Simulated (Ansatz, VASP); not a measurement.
ZnS: VASP beside Ansatz

```
Zn S
1.0
     3.80672    0.00000    0.00000
    -1.90336    3.29672    0.00000
     0.00000    0.00000    6.24574
Zn S
2 2
Direct
  0.38475 0.69237 0.01509
  0.66667 0.33333 0.50539
  0.33333 0.66667 0.37961
  0.66667 0.33333 0.87961
```

Alike in both runs: task single point; functional r2SCAN; k mesh 6 × 6 × 4; occupations gaussian, width 0.05 eV; no spin polarisation.

|  | VASP | Ansatz |
| --- | --- | --- |
| version | VASP 6.6.1 | Ansatz 0.2.0 |
| potentials or method | VASP PAW PBE potentials, release 64 (Zn, S), cutoff 520 eV | scalar-relativistic, plane waves, PAW |
| valence electrons in the cell | 36 | 36 |

VASP gave:

| Item | Value |
| --- | --- |
| gap on the k mesh at the Fermi level (eV) | 2.69 |
| least direct gap on the mesh (eV) | 2.69 |
| pressure (GPa) | 0.4 |
| traceless stress, the component that is largest in VASP (GPa) | -0.92 |
| rms of the force components (eV/Å) | 0.288 |

Question: Estimate Ansatz's values.

Answer: gap on the k mesh at the Fermi level (eV): 2.68; least direct gap on the mesh (eV): 2.68; pressure (GPa): 0.4; traceless stress, the component that is largest in VASP (GPa): -0.92; rms of the force components (eV/Å): 0.293.

VASP's potentials were made for PBE, not for r2SCAN. Atom by atom the forces differ by 0.007 eV/Å (rms over components). The functional is the same, so the differences come from potentials, cutoffs and numerics.
